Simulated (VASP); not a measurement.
# BaS (P6_3/mmc) in VASP: a series of runs

Aim: see how the results for BaS move with the level of theory and the settings. Levels: PBE, r2SCAN. Tasks: single point.

Everything below comes from runs of VASP 6.6.1. Logs are shortened: lines on timing, memory, paths and dates and some standing lists are left out, and cuts for length are marked.

### 1 The cell of the first run

The structure is hexagonal, space group P6_3/mmc (No. 194). The conventional cell has a = 5.382 Å, b = 5.382 Å, c = 6.383 Å, α = 90.00°, β = 90.00°, γ = 120.00°. Within 4.1 Å of Ba (site symmetry -6m2) lie 5 S at 3.11 to 3.19 Å. Within 4.1 Å of S (site symmetry -6m2) lie 5 Ba at 3.11 to 3.19 Å.

### 2 Single point, PBE

File INCAR:

```
SYSTEM = BaS
ALGO = Normal
EDIFF = 1E-7
ENCUT = 520
GGA = PE
ISIF = 2
ISMEAR = 0
LASPH = .True.
LCHARG = .True.
LELF = .True.
LREAL = .False.
LVHAR = .True.
LWAVE = .False.
NBANDS = 24
NELM = 60
PREC = Accurate
SIGMA = 0.01
```

File KPOINTS:

```
k-points
0
Gamma
  6 6 4
  0 0 0
```

File POSCAR:

```
BaS
1.0
    5.3818559345      0.0000000000      0.0000000000
   -2.6909279672      4.6608239588      0.0000000000
    0.0000000000      0.0000000000      6.3833231674
Ba S
2 2
Direct
    0.3333333333      0.6666666667     -0.0625000000
    0.6666666667      0.3333333333      0.4375000000
    0.3333333333      0.6666666667      0.4375000000
    0.6666666667      0.3333333333      0.9375000000
```

Potentials or basis: VASP PAW PBE potentials, release 64 (Ba_sv, S).

Launch:

```bash
cat potpaw_PBE.64/Ba_sv/POTCAR potpaw_PBE.64/S/POTCAR > POTCAR
mpirun -np 1 vasp_std > vasp.out
```

OUTCAR:

```text
SYSTEM = BaS
   EDIFF = 1E-7
   ENCUT = 520
   GGA = PE
   ISIF = 2
   ISMEAR = 0
   LASPH = .True.
   LREAL = .False.
   NELM = 60
   PREC = Accurate

 ion  position               nearest neighbor table
   1  0.333  0.667  0.938-   4 3.11   4 3.11   4 3.11   3 3.19   3 3.19   2 4.45   2 4.45   2 4.45
                             2 4.45   2 4.45   2 4.45
   2  0.667  0.333  0.438-   3 3.11   3 3.11   3 3.11   4 3.19   4 3.19   1 4.45   1 4.45   1 4.45
                             1 4.45   1 4.45   1 4.45
   3  0.333  0.667  0.438-   2 3.11   2 3.11   2 3.11   1 3.19   1 3.19
   4  0.667  0.333  0.938-   1 3.11   1 3.11   1 3.11   2 3.19   2 3.19

  LATTYP: Found a hexagonal cell.
 ALAT       =     5.3818559345
 C/A-ratio  =     1.1860821332

  Lattice vectors:

 A1 = (   5.3818559345,   0.0000000000,   0.0000000000)
 A2 = (  -2.6909279672,   4.6608239588,   0.0000000000)
 A3 = (   0.0000000000,   0.0000000000,   6.3833231674)

Analysis of symmetry for initial positions (statically):
=====================================================================
 Subroutine PRICEL returns:
 Original cell was already a primitive cell.

 Routine SETGRP: Setting up the symmetry group for a
 hexagonal supercell.

 Subroutine GETGRP returns: Found 24 space group operations
 (whereof  6 operations were pure point group operations)
 out of a pool of 24 trial point group operations.

The static configuration has the point symmetry C_3v.
 The point group associated with its full space group is D_6h.

Analysis of symmetry for dynamics (positions and initial velocities):
=====================================================================
 Subroutine PRICEL returns:
 Original cell was already a primitive cell.

 Routine SETGRP: Setting up the symmetry group for a
 hexagonal supercell.

 Subroutine GETGRP returns: Found 24 space group operations
 (whereof  6 operations were pure point group operations)
 out of a pool of 24 trial point group operations.

The dynamic configuration has the point symmetry C_3v.
 The point group associated with its full space group is D_6h.

 Subroutine INISYM returns: Found 24 space group operations
 (whereof  6 operations are pure point group operations),
 and found     1 'primitive' translations

[... 90 lines left out ...]
   LSORBIT =      F    spin-orbit coupling
   LASPH  =      T    aspherical Exc in radial PAW
   ENCUT  =  520.0 eV  38.22 Ry    6.18 a.u.  10.01 10.01 11.87*2*pi/ulx,y,z
   NELM   =     60;   NELMIN=  2; NELMDL= -5     # of ELM steps
   EDIFF  = 0.1E-06   stopping-criterion for ELM
   LREAL  =      F    real-space projection
   EDIFFG = 0.1E-05   stopping-criterion for IOM
   NSW    =      0    number of steps for IOM
   IBRION =     -1    ionic relax: 0-MD 1-quasi-New 2-CG
   NFREE  =      0    steps in history (QN), initial steepest desc. (CG)
   ISIF   =      2    stress and relaxation
   ISYM   =      2    0-nonsym 1-usesym 2-fastsym
   POTIM  = 0.5000    time-step for ionic-motion
   TEBEG  =    0.0;   TEEND  =   0.0 temperature during run
   PSTRESS=    0.0 pullay stress
   NELECT =      32.0000    total number of electrons
   NUPDOWN=      -1.0000    fix difference up-down
   EMIN   =  10.00;   EMAX   =-10.00  energy-range for DOS
   EFERMI =   0.00;   METHOD = LEGACY
   ISMEAR =     0;   SIGMA  =   0.01  broadening in eV -4-tet -1-fermi 0-gaus
   EFERMI_NEDOS =   21; number of points for ismear=-14 and -15
   IALGO  =     38    algorithm
   IMIX   =      4    mixing-type and parameters
     AMIX     =   0.40;   BMIX     =  1.00
     AMIX_MAG =   1.60;   BMIX_MAG =  1.00
  volume/ion in A,a.u.               =      40.03       270.13
  Fermi-wavevector in a.u.,A,eV,Ry     =   0.957145  1.808741 12.464652  0.916126
  Thomas-Fermi vector in A             =   2.086136
   LORBIT       =      0    0 simple, 1 ext, 2 COOP (PROOUT), +10 PAW based schemes
   GGA     = PE    functional components
   LHFCALC =     F    Hartree Fock is set to
   AEXX    =    0.0000 exact exchange contribution
   IVDW    =     0    specifies the selected vdW correction
   LEPSILON=     F    determine dielectric tensor
   LRPA    =     F    only Hartree local field effects (RPA)
 non-spin polarized calculation
 Gauss-broadening in eV      SIGMA  =   0.01
  energy-cutoff  :      520.00
  volume of cell :      160.12
 maximum number of plane-waves:      4336
   NGX = 21   NGY = 21   NGZ = 23

 number of electron      31.9999998 magnetization

 Free energy of the ion-electron system (eV)
  ---------------------------------------------------
  ext. energy  EPLUGINS =         0.00000000
  ---------------------------------------------------
  free energy    TOTEN  =       -19.98557410 eV

  energy without entropy =      -19.98557410  energy(sigma->0) =      -19.98557410

 E-fermi :   0.5545     XC(G=0):  -7.5265

 val. band max:        0.4636382740   @ k =   0.0000   0.0000   0.0000
 cond. band min:       2.9327500378   @ k =   0.3333   0.3333   0.0000
 fundamental gap:      2.4691117638
 Fermi energy:         0.5544963326

 k-point     1 :       0.0000    0.0000    0.0000
  band No.  band energies     occupation
      1     -25.8074      2.00000
      2     -25.7561      2.00000
      3     -11.2744      2.00000
      4     -11.1213      2.00000
      5     -11.1213      2.00000
      6     -10.9662      2.00000
[... 556 lines left out ...]
     23       6.5770      0.00000
     24       6.5770      0.00000

------------------------ aborting loop because EDIFF is reached ----------------------------------------

  FORCE on cell =-STRESS in cart. coord.  units (eV):
  Direction    XX          YY          ZZ          XY          YZ          ZX
  --------------------------------------------------------------------------------------
  -------------------------------------------------------------------------------------
  Total        0.4154908      0.4154908      0.5262514      0.0000000     -0.0000000      0.0000000
  in kB        4.1574824      4.1574824      5.2657742      0.0000000     -0.0000000      0.0000000
  external PRESSURE =       4.5269130 kB  Pullay stress =       0.0000000 kB

 VOLUME and BASIS-vectors are now :
 -----------------------------------------------------------------------------
  energy-cutoff  :      520.00
  volume of cell :      160.12
      direct lattice vectors                 reciprocal lattice vectors
     5.381855934  0.000000000  0.000000000     0.185809507  0.107277169  0.000000000
    -2.690927967  4.660823959  0.000000000     0.000000000  0.214554338  0.000000000
     0.000000000  0.000000000  6.383323167     0.000000000  0.000000000  0.156658213

 POSITION                                       TOTAL-FORCE (eV/Angst)
 -----------------------------------------------------------------------------------
     -0.00000      3.10722      5.98437        -0.000000     -0.000000      0.000000
      2.69093      1.55361      2.79270         0.000000      0.000000      0.000000
     -0.00000      3.10722      2.79270        -0.000000     -0.000000     -0.000000
      2.69093      1.55361      5.98437        -0.000000      0.000000     -0.000000
 -----------------------------------------------------------------------------------
    total drift:                               -0.000000      0.000000      0.000000

  FREE ENERGIE OF THE ION-ELECTRON SYSTEM (eV)
  ---------------------------------------------------
  free  energy   TOTEN  =       -19.9855740972 eV

  energy  without entropy=      -19.9855740972  energy(sigma->0) =      -19.98557410
```

OSZICAR:

```text
N       E                     dE             d eps       ncg     rms          rms(c)
DAV:   1     0.223615055643E+03    0.22362E+03   -0.13164E+04  1008   0.112E+03
DAV:   2    -0.343739345701E+01   -0.22705E+03   -0.21067E+03  1384   0.218E+02
DAV:   3    -0.210166248784E+02   -0.17579E+02   -0.17449E+02  1360   0.665E+01
DAV:   4    -0.216364971274E+02   -0.61987E+00   -0.61926E+00  1640   0.109E+01
DAV:   5    -0.216442202214E+02   -0.77231E-02   -0.77220E-02  1280   0.124E+00    0.693E+00
DAV:   6    -0.200406401906E+02    0.16036E+01   -0.32830E+00  1224   0.712E+00    0.476E+00
DAV:   7    -0.199590554040E+02    0.81585E-01   -0.96222E-01  1440   0.361E+00    0.325E+00
DAV:   8    -0.199600450205E+02   -0.98962E-03   -0.70592E-02  1272   0.131E+00    0.146E+00
DAV:   9    -0.199753532075E+02   -0.15308E-01   -0.32884E-02  1176   0.105E+00    0.344E-01
DAV:  10    -0.199818410868E+02   -0.64879E-02   -0.38003E-03  1320   0.279E-01    0.115E-01
DAV:  11    -0.199852737841E+02   -0.34327E-02   -0.43530E-03  1056   0.290E-01    0.614E-02
DAV:  12    -0.199855058476E+02   -0.23206E-03   -0.76745E-04  1336   0.984E-02    0.325E-02
DAV:  13    -0.199855698662E+02   -0.64019E-04   -0.10562E-04  1144   0.479E-02    0.315E-02
DAV:  14    -0.199855738509E+02   -0.39847E-05   -0.57420E-06  1344   0.105E-02    0.668E-03
DAV:  15    -0.199855740485E+02   -0.19761E-06   -0.14904E-06  1072   0.511E-03    0.386E-03
DAV:  16    -0.199855740972E+02   -0.48644E-07   -0.46846E-08  1008   0.119E-03
   1 F= -.19985574E+02 E0= -.19985574E+02  d E =-.551114E-40
```

Run time: 2.5 min. Hardware: 1 thread of Intel Xeon 8259CL, shared host; peak memory 0.29 GiB.

What came out:

```
Free energy            : -19.9856 eV
Pressure               : 0.5 GPa
Band gap on the k mesh : 2.47 eV (least direct gap 2.61 eV)
```

Stress tensor (GPa, compression positive):
```
0.42 0.00 0.00
0.00 0.42 0.00
0.00 0.00 0.53
```

Caveat: the structure was generated, so it needn't be the stable form of BaS; spin-orbit coupling is left out, which moves the levels of the heavy elements. A k mesh can miss the band edges.

(Continued in part 2 of 2.)
